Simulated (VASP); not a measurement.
# Au (Im-3m) in VASP: notebook

Aim: see how the results for Au move with the level of theory and the settings. Levels: BLYP, r2SCAN, LDA. Tasks: single point, relaxation of cell and atoms.

Program: VASP 6.6.1. These are calculated values, not measurements. Logs are shortened: lines on timing, memory, paths and dates and some standing lists are left out, and cuts for length are marked.

### 1 The cell of the first run

Symmetry: Im-3m, No. 229, cubic system. The conventional cell has a = 3.395 Å, b = 3.395 Å, c = 3.395 Å, α = 90.00°, β = 90.00°, γ = 90.00°. Au (site symmetry m-3m) has 14 Au at 2.94 to 3.40 Å within 3.9 Å.

### 2 Single point, BLYP

Input file INCAR:

```
SYSTEM = Au
PREC = Accurate
ENCUT = 520
EDIFF = 1E-6
ISMEAR = -1
SIGMA = 0.05
LREAL = .False.
LASPH = .True.
NELM = 100
ALGO = Fast
ISIF = 2
LWAVE = .False.
LCHARG = .False.
GGA = B5
ALDAX = 1.0
AGGAX = 1.0
AGGAC = 1.0
ALDAC = 0.0
NBANDS = 12
```

Input file KPOINTS:

```
Automatic mesh
0
Gamma
  11 11 11
  0 0 0
```

Input file POSCAR:

```
Au
1.0
   -1.6977243810      1.6977243810      1.6977243810
    1.6977243810     -1.6977243810      1.6977243810
    1.6977243810      1.6977243810     -1.6977243810
Au
1
Direct
    0.0000000000      0.0000000000      0.0000000000
```

Potentials or basis: VASP PAW PBE potentials, release 64 (Au).

Command:

```console
$ cat potpaw_PBE.64/Au/POTCAR > POTCAR
$ mpirun -np 1 vasp_std > vasp.out
```

OUTCAR:

```text
SYSTEM = Au
   PREC = Accurate
   ENCUT = 520
   EDIFF = 1E-6
   ISMEAR = -1
   LREAL = .False.
   LASPH = .True.
   NELM = 100
   ISIF = 2
   GGA = B5

 ion  position               nearest neighbor table
   1  0.000  0.000  0.000-

  LATTYP: Found a body centered cubic cell.
 ALAT       =     3.3954487620

  Lattice vectors:

 A1 = (  -1.6977243810,   1.6977243810,   1.6977243810)
 A2 = (   1.6977243810,  -1.6977243810,   1.6977243810)
 A3 = (   1.6977243810,   1.6977243810,  -1.6977243810)

Analysis of symmetry for initial positions (statically):
=====================================================================
 Subroutine PRICEL returns:
 Original cell was already a primitive cell.

 Routine SETGRP: Setting up the symmetry group for a
 body centered cubic supercell.

 Subroutine GETGRP returns: Found 48 space group operations
 (whereof 48 operations were pure point group operations)
 out of a pool of 48 trial point group operations.

The static configuration has the point symmetry O_h .

Analysis of symmetry for dynamics (positions and initial velocities):
=====================================================================
 Subroutine PRICEL returns:
 Original cell was already a primitive cell.

 Routine SETGRP: Setting up the symmetry group for a
 body centered cubic supercell.

 Subroutine GETGRP returns: Found 48 space group operations
 (whereof 48 operations were pure point group operations)
 out of a pool of 48 trial point group operations.

The dynamic configuration has the point symmetry O_h .

 Subroutine INISYM returns: Found 48 space group operations
 (whereof 48 operations are pure point group operations),
 and found     1 'primitive' translations

----------------------------------------------------------------------------------------

                                     Primitive cell

  volume of cell :      19.5732

  direct lattice vectors                    reciprocal lattice vectors
    -1.697724381  1.697724381  1.697724381     0.000000000  0.294511880  0.294511880
     1.697724381 -1.697724381  1.697724381     0.294511880  0.000000000  0.294511880
     1.697724381  1.697724381 -1.697724381     0.294511880  0.294511880  0.000000000

  length of vectors
     2.940544885  2.940544885  2.940544885     0.416502696  0.416502696  0.416502696

  position of ions in fractional coordinates (direct lattice)
     0.000000000  0.000000000  0.000000000

  ion indices of the primitive-cell ions
   primitive index   ion index
[... 68 lines left out ...]
   LNONCOLLINEAR =      F non collinear calculations
   LSORBIT =      F    spin-orbit coupling
   LASPH  =      T    aspherical Exc in radial PAW
   ENCUT  =  520.0 eV  38.22 Ry    6.18 a.u.   5.47  5.47  5.47*2*pi/ulx,y,z
   NELM   =    100;   NELMIN=  2; NELMDL= -5     # of ELM steps
   EDIFF  = 0.1E-05   stopping-criterion for ELM
   LREAL  =      F    real-space projection
[... 7 lines left out ...]
   TEBEG  =    0.0;   TEEND  =   0.0 temperature during run
   PSTRESS=    0.0 pullay stress
   NELECT =      11.0000    total number of electrons
   NUPDOWN=      -1.0000    fix difference up-down
   EMIN   =  10.00;   EMAX   =-10.00  energy-range for DOS
   EFERMI =   0.00;   METHOD = LEGACY
   ISMEAR =    -1;   SIGMA  =   0.05  broadening in eV -4-tet -1-fermi 0-gaus
   EFERMI_NEDOS =   21; number of points for ismear=-14 and -15
   IALGO  =     68    algorithm
   IMIX   =      4    mixing-type and parameters
     AMIX     =   0.40;   BMIX     =  1.00
     AMIX_MAG =   1.60;   BMIX_MAG =  1.00
  volume/ion in A,a.u.               =      19.57       132.09
  Fermi-wavevector in a.u.,A,eV,Ry     =   1.350989  2.552999 24.832970  1.825172
  Thomas-Fermi vector in A             =   2.478448
   LORBIT       =      0    0 simple, 1 ext, 2 COOP (PROOUT), +10 PAW based schemes
   GGA     = B5    functional components
   LHFCALC =     F    Hartree Fock is set to
   AEXX    =    0.0000 exact exchange contribution
   IVDW    =     0    specifies the selected vdW correction
   LEPSILON=     F    determine dielectric tensor
   LRPA    =     F    only Hartree local field effects (RPA)
 non-spin polarized calculation
 RMM-DIIS sequential band-by-band and
  energy-cutoff  :      520.00
  volume of cell :       19.57
 maximum number of plane-waves:       543
 NGX is ok and might be reduce to    24
   NGX = 11   NGY = 11   NGZ = 11

 number of electron      11.0000002 magnetization

 Free energy of the ion-electron system (eV)
  ---------------------------------------------------
  ext. energy  EPLUGINS =         0.00000000
  ---------------------------------------------------
  free energy    TOTEN  =        -2.44070538 eV

  energy without entropy =       -2.43567578  energy(sigma->0) =       -2.43819058

 E-fermi :   7.8003     XC(G=0): -11.2818

 val. band max:        7.7915395356   @ k =  -0.3636   0.3636   0.2727
 cond. band min:       7.8044634149   @ k =  -0.3636   0.4545   0.0909
 fundamental gap:      0.0129238793
 Fermi energy:         7.8002753310

 k-point     1 :       0.0000    0.0000    0.0000
  band No.  band energies     occupation
      1      -0.5181      2.00000
      2       3.6733      2.00000
      3       3.6733      2.00000
      4       3.6733      2.00000
      5       5.2306      2.00000
      6       5.2306      2.00000
      7      24.5542      0.00000
      8      24.5542      0.00000
      9      24.5542      0.00000
     10      29.6197      0.00000
     11      29.6197      0.00000
     12      29.6197      0.00000
[... 331 lines left out ...]
 k-point    24 :       0.3636    0.1818    0.0909
  band No.  band energies     occupation
      1       2.5621      2.00000
      2       3.0057      2.00000
      3       4.4402      2.00000
      4       5.2597      2.00000
      5       5.4149      2.00000
      6      10.4238      0.00000
      7      11.1637      0.00000
      8      16.3498      0.00000
      9      18.9780      0.00000
     10      29.3003      0.00000
     11      30.8959      0.00000
     12      32.4906      0.00000

 [... further k-points ...]
[... 5 lines left out ...]
  --------------------------------------------------------------------------------------
  -------------------------------------------------------------------------------------
  Total        0.0478527      0.0478527      0.0478527      0.0000000      0.0000000     -0.0000000
  in kB        3.9170198      3.9170198      3.9170198      0.0000000      0.0000000     -0.0000000
  external PRESSURE =       3.9170198 kB  Pullay stress =       0.0000000 kB

 VOLUME and BASIS-vectors are now :
 -----------------------------------------------------------------------------
  energy-cutoff  :      520.00
  volume of cell :       19.57
      direct lattice vectors                 reciprocal lattice vectors
    -1.697724381  1.697724381  1.697724381     0.000000000  0.294511880  0.294511880
     1.697724381 -1.697724381  1.697724381     0.294511880  0.000000000  0.294511880
     1.697724381  1.697724381 -1.697724381     0.294511880  0.294511880  0.000000000

 POSITION                                       TOTAL-FORCE (eV/Angst)
 -----------------------------------------------------------------------------------
      0.00000      0.00000      0.00000        -0.000000      0.000000     -0.000000
 -----------------------------------------------------------------------------------
    total drift:                               -0.000000      0.000000      0.000000

  FREE ENERGIE OF THE ION-ELECTRON SYSTEM (eV)
  ---------------------------------------------------
  free  energy   TOTEN  =        -2.4407053789 eV

  energy  without entropy=       -2.4356757786  energy(sigma->0) =       -2.43819058
```

OSZICAR:

```text
N       E                     dE             d eps       ncg     rms          rms(c)
DAV:   1     0.503218604246E+02    0.50322E+02   -0.54816E+03  1408   0.803E+02
DAV:   2    -0.200776353552E+01   -0.52330E+02   -0.49206E+02  1572   0.181E+02
DAV:   3    -0.272422961943E+01   -0.71647E+00   -0.71558E+00  1584   0.208E+01
DAV:   4    -0.272700951676E+01   -0.27799E-02   -0.27798E-02  1548   0.149E+00
DAV:   5    -0.272703467383E+01   -0.25157E-04   -0.25158E-04  1560   0.138E-01    0.584E+00
RMM:   6    -0.245309517335E+01    0.27394E+00   -0.38283E-01  1347   0.498E+00    0.371E+00
RMM:   7    -0.244252743181E+01    0.10568E-01   -0.23981E-02  1423   0.145E+00    0.214E+00
RMM:   8    -0.244075488232E+01    0.17725E-02   -0.22855E-03  1471   0.448E-01    0.317E-01
RMM:   9    -0.244069940224E+01    0.55480E-04   -0.42939E-04  1534   0.172E-01    0.822E-02
RMM:  10    -0.244070523457E+01   -0.58323E-05   -0.63964E-05  1518   0.622E-02    0.518E-02
RMM:  11    -0.244070506350E+01    0.17107E-06   -0.11124E-05  1425   0.238E-02    0.934E-03
RMM:  12    -0.244070537889E+01   -0.31539E-06   -0.18346E-06  1185   0.961E-03
   1 F= -.24407054E+01 E0= -.24381906E+01  d E =-.502960E-02
```

Run time: 6.9 s. Hardware: 1 thread of Intel Xeon 6975P-C (Granite Rapids), shared host; peak memory 0.14 GiB.

Results:

* Free energy: -2.4407 eV
* Pressure: 0.4 GPa

Caveat: the PAW data sets were made with another functional, which shifts forces and pressure a little; spin-orbit coupling is left out, which moves the levels of the heavy elements.

### 3 Single point, r2SCAN

This run uses another cell than the first one, of 17.67 Å³/atom, 0.903 times its volume.

Input file POSCAR:

```
Au
1.0
   -1.6406710958      1.6406710958      1.6406710958
    1.6406710958     -1.6406710958      1.6406710958
    1.6406710958      1.6406710958     -1.6406710958
Au
1
Direct
    0.0000000000      0.0000000000      0.0000000000
```

Input file INCAR.step1:

```
ALGO = Normal ; EDIFF = 1E-4
ENCUT = 520 ; GGA = PE
ISMEAR = -1 ; LASPH = True
LCHARG = False ; LREAL = False
LWAVE = True ; NBANDS = 12
NELM = 60 ; PREC = Accurate
SIGMA = 0.05
```

Input file INCAR.step2:

```
ALGO = Normal ; EDIFF = 1E-6
ENCUT = 520 ; ISIF = 2
ISMEAR = -1 ; ISTART = 1
LASPH = True ; LCHARG = False
LMIXTAU = True ; LREAL = False
LWAVE = False ; METAGGA = R2SCAN
NBANDS = 12 ; NELM = 60
PREC = Accurate ; SIGMA = 0.05
```

Input file KPOINTS:

```
k-points
0
Gamma
  11 11 11
```

Potentials or basis: VASP PAW PBE potentials, release 64 (Au).

Command:

```console
$ cat potpaw_PBE.64/Au/POTCAR > POTCAR
$ cp INCAR.step1 INCAR
$ mpirun -np 1 vasp_std > vasp.out
$ cp INCAR.step2 INCAR
$ mpirun -np 1 vasp_std > vasp.out
```

OUTCAR:

```text
EDIFF = 1E-6
   ENCUT = 520
   ISIF = 2
   ISMEAR = -1
   ISTART = 1
   LASPH = True
   LREAL = False
   METAGGA = R2SCAN
   NELM = 60
   PREC = Accurate

 ion  position               nearest neighbor table
   1  0.000  0.000  0.000-

  LATTYP: Found a body centered cubic cell.
 ALAT       =     3.2813421916

  Lattice vectors:

 A1 = (  -1.6406710958,   1.6406710958,   1.6406710958)
 A2 = (   1.6406710958,  -1.6406710958,   1.6406710958)
[... 530 lines left out ...]
      3       4.6657      2.00000
      4       5.7335      2.00000
      5       5.9205      2.00000
      6      11.9048      0.00000
      7      12.2338      0.00000
      8      18.0258      0.00000
      9      20.7819      0.00000
     10      31.7146      0.00000
     11      33.4395      0.00000
     12      35.5710      0.00000

 [... further k-points ...]
[... 5 lines left out ...]
  --------------------------------------------------------------------------------------
  -------------------------------------------------------------------------------------
  Total        0.0276433      0.0276433      0.0276433     -0.0000000     -0.0000000     -0.0000000
  in kB        2.5071241      2.5071241      2.5071241     -0.0000000     -0.0000000     -0.0000000
  external PRESSURE =       2.5071241 kB  Pullay stress =       0.0000000 kB

 VOLUME and BASIS-vectors are now :
 -----------------------------------------------------------------------------
  energy-cutoff  :      520.00
  volume of cell :       17.67
      direct lattice vectors                 reciprocal lattice vectors
    -1.640671096  1.640671096  1.640671096     0.000000000  0.304753342  0.304753342
     1.640671096 -1.640671096  1.640671096     0.304753342  0.000000000  0.304753342
     1.640671096  1.640671096 -1.640671096     0.304753342  0.304753342  0.000000000

 POSITION                                       TOTAL-FORCE (eV/Angst)
 -----------------------------------------------------------------------------------
      0.00000      0.00000      0.00000        -0.000000     -0.000000      0.000000
 -----------------------------------------------------------------------------------
    total drift:                                0.000000      0.000000     -0.000000

  FREE ENERGIE OF THE ION-ELECTRON SYSTEM (eV)
  ---------------------------------------------------
  free  energy   TOTEN  =       -50.5714701023 eV

  energy  without entropy=      -50.5657762488  energy(sigma->0) =      -50.56862318
```

It took 15 s on 1 thread of Intel Xeon 6975P-C (Granite Rapids), shared host; peak memory 0.14 GiB.

What came out:

```
Free energy : -50.5715 eV
Pressure    : 0.3 GPa
```

Levels at points of the mesh, in eV from the Fermi level:
```tsv
k point	band 2	band 3	band 4	band 5	band 6	band 7	band 8	band 9	band 10	band 11
(0.00, 0.00, 0.00)	-4.83	-4.83	-4.83	-2.96	-2.96	17.51	17.51	17.51	24.71	24.71
```

Caveat: the PAW data sets were made with another functional, which shifts forces and pressure a little; spin-orbit coupling is left out, which moves the levels of the heavy elements.

### 4 Relaxation of cell and atoms, LDA

This run uses another cell than the first one, of 18.21 Å³/atom, 0.930 times its volume.

Input file INCAR:

```
  ALGO = Fast
  EDIFF = 1E-6
  EDIFFG = -0.01
  ENCUT = 600
  IBRION = 2
  ISIF = 3
  ISMEAR = -1
  LASPH = True
  LCHARG = False
  LREAL = False
  LWAVE = False
  NELM = 80
  NSW = 60
  PREC = Accurate
  SIGMA = 0.05
```

KPOINTS is that of step 3.

Input file POSCAR:

```
Au
1.0
   -1.6572690000      1.6572690000      1.6572690000
    1.6572690000     -1.6572690000      1.6572690000
    1.6572690000      1.6572690000     -1.6572690000
Au
1
Direct
    0.0000000000      0.0000000000      0.0000000000
```

Potentials or basis: VASP PAW LDA potentials, release 64 (Au).

Command:

```console
$ cat potpaw_LDA.64/Au/POTCAR > POTCAR
$ mpirun -np 1 vasp_std > vasp.out
```

Wall time 9.4 s (1 thread of Intel Xeon 6975P-C (Granite Rapids), shared host); peak memory 0.15 GiB.

It converged, with:

| Quantity | Value |
| --- | --- |
| Free energy | -4.4166 eV |
| Relaxed volume | 16.70 Å³/atom |
| Relaxed cell | a = 2.789 Å, b = 2.789 Å, c = 2.789 Å, α = 109.47°, β = 109.47°, γ = 109.47° |
| Space group after relaxing (to 0.05 Å) | Im-3m (No. 229) |
| Energy gained by relaxing | 65.6 meV/atom |
| Ionic steps | 4 |
| Pressure after relaxing | -0.1 GPa |

The path:
```
step  energy change (eV)  largest force (eV/Å)  pressure (GPa)  volume (Å³)
   1              0.0000                0.0000          -12.58        18.21
   2              0.1221                0.0000           34.52        14.69
   3             -0.0655                0.0000           -0.65        16.75
   4             -0.0656                0.0000           -0.09        16.70
```

Final structure:
```yaml
crystal:
  lattice:
    - [-1.61033, 1.61033, 1.61033]
    - [1.61033, -1.61033, 1.61033]
    - [1.61033, 1.61033, -1.61033]
  atoms:
    - { symbol: Au, position: [0.00000, 0.00000, 0.00000] }
```

Levels at points of the mesh, in eV from the Fermi level:
```
           k point  band 3  band 4  band 5  band 6  band 7  band 8  band 9
(0.00, 0.00, 0.00)   -4.84   -4.84   -2.81   -2.81   16.63   16.63   16.63
```

Caveat: spin-orbit coupling is left out, which moves the levels of the heavy elements.

### 5 Overview

| task | level | potentials or basis | cell | cutoff (eV) | gap on the mesh (eV) | pressure (GPa) |
| --- | --- | --- | --- | --- | --- | --- |
| single point | BLYP | VASP PAW PBE potentials, release 64 (Au) | a = 2.941 Å, angles 109.5°, 1 atom | 520 | none | 0.4 |
| single point | r2SCAN | VASP PAW PBE potentials, release 64 (Au) | a = 2.842 Å, angles 109.5°, 1 atom | 520 | none | 0.3 |
| relaxation of cell and atoms | LDA | VASP PAW LDA potentials, release 64 (Au) | relaxed from a = 2.870 Å, angles 109.5°, 1 atom | 600 | none | -0.1 |

Alike in all rows: no spin polarisation; k mesh 11 × 11 × 11; smearing fermi-dirac 0.05 eV.

Caveats: spin-orbit coupling is left out, which moves the levels of the heavy elements; the PAW data sets were made with another functional, which shifts forces and pressure a little (some runs).

Absolute energies hang on the potentials; compare differences alone.
